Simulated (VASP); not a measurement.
Crystal: Si2Ni.

```
Si Ni
1.0
     0.00000    2.56390    2.56390
     2.56390    0.00000    2.56390
     2.56390    2.56390    0.00000
Si Ni
2 1
Direct
  0.25000 0.25000 0.25000
  0.75000 0.75000 0.75000
  0.00000 0.00000 0.00000
```

Base run:

```yaml
Program: VASP 6.6.1
Functional: LDA
Potentials_or_basis: VASP PAW LDA potentials, release 64 (Si, Ni)
Cutoff: 520 eV
k_mesh: 14 × 14 × 14
Occupations: gaussian, width 0.15 eV
Spin: collinear spin, ferromagnetic start
Starting_moments: "[0.0, 0.0, 0.75] μB"
Fixed_moment: 0.75 μB
```

Its results: pressure 32.8 GPa; site moments Si +0.10; Ni +0.35 μB.

Problem. The run is repeated on the same cell with these changes: fixed moment from 0.75 μB to 0.875 μB; moments at the start from [0.0, 0.0, 0.75] to [0.0, 0.0, 0.88]. What comes out?

Solution. Pressure 33.7 GPa; site moments Si +0.11; Ni +0.40 μB.

Caveats: the cell stands under pressure; the total moment is fixed, so each spin has its own Fermi level.
